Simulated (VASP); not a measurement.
Se, 4 atoms in the cell. The structure is orthorhombic, space group Cmmm (No. 65). Conventional cell: a = 3.994 Å, b = 4.032 Å, c = 2.818 Å, α = 90.00°, β = 90.00°, γ = 90.00°. Se (site symmetry mmm) has 6 Se at 2.82 to 2.84 Å within 3.7 Å. The cell was generated, and may not be a known phase.

```yaml
Program: VASP 6.6.1
Task: single point
Functional: PBE
Potentials_or_basis: VASP PAW PBE potentials, release 64 (Se)
Cutoff: 520 eV
k_mesh: 10 × 10 × 12
Occupations: gaussian, width 0.1 eV
Spin: no spin polarisation
Dipole_correction: no
Further_INCAR_settings: ALGO = Fast; EDIFF = 1e-07; NBANDS = 20
```

Potentials or basis: VASP PAW PBE potentials, release 64 (Se).

Launch:

```bash
$ cat potpaw_PBE.64/Se/POTCAR > POTCAR
$ mpirun -np 1 vasp_std > vasp.out
```

Hardware: 1 thread of Oxide Virtual Turin-like Processor (shared host).

**Question.** How long does it take, and how much memory?

**Answer.** It took 7.1 min on 1 thread of Oxide Virtual Turin-like Processor, on a shared host, peak memory 0.37 GiB. Counts: scf iterations 13, k points 217.
